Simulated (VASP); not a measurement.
Au: single point with r2SCAN

Au:

```
Au
1.0
    -1.52469    1.52469    1.65727
     1.52469   -1.52469    1.65727
     1.52469    1.52469   -1.65727
Au
1
Direct
  0.00000 0.00000 0.00000
```

This cell differs from its parent crystal: strain -0.080 along x and y, +0.000 along z.

```yaml
Program: VASP 6.6.1
Task: single point
Functional: r2SCAN
Potentials_or_basis: VASP PAW PBE potentials, release 64 (Au)
Cutoff: 520 eV
k_mesh: 24 × 24 × 24
Occupations: gaussian, width 0.15 eV
Spin: no spin polarisation
```

- Pressure: 30.3 GPa
- Band gap on the k mesh: zero (an odd number of electrons rules out a gap without spin polarisation)

Stress tensor (GPa, compression positive):
```
29.99  0.00  0.00
 0.00 29.99  0.00
 0.00  0.00 31.05
```

Levels at points of the mesh, in eV from the Fermi level:
```tsv
k point	band 2	band 3	band 4	band 5	band 6	band 7	band 8	band 9	band 10	band 11
(0.00, 0.00, 0.00)	-5.98	-5.98	-5.36	-3.92	-3.21	16.36	17.91	17.91	24.98	26.83
(0.50, 0.00, 0.00)	-6.88	-4.13	-3.12	-1.63	-1.16	4.10	13.48	16.03	23.40	25.10
(0.50, 0.50, 0.00)	-7.58	-3.14	-2.96	-1.46	-0.62	4.88	12.38	13.93	22.59	23.84
(0.50, 0.50, 0.50)	-8.19	-2.16	-1.94	-1.94	5.03	7.65	7.65	11.10	17.34	18.91
```

Run time: 7.7 min on 1 thread of Intel(R) Xeon(R) Platinum 8259CL CPU @ 2.50GHz (Skylake/Cascade Lake), with other jobs on the host, peak memory 0.29 GiB.

Caveat: the cell differs from its parent crystal (strain -0.080 along x and y, +0.000 along z); the cell stands under pressure; the PAW data sets were made with another functional, which shifts forces and pressure a little; spin-orbit coupling is left out, which moves the levels of the heavy elements.
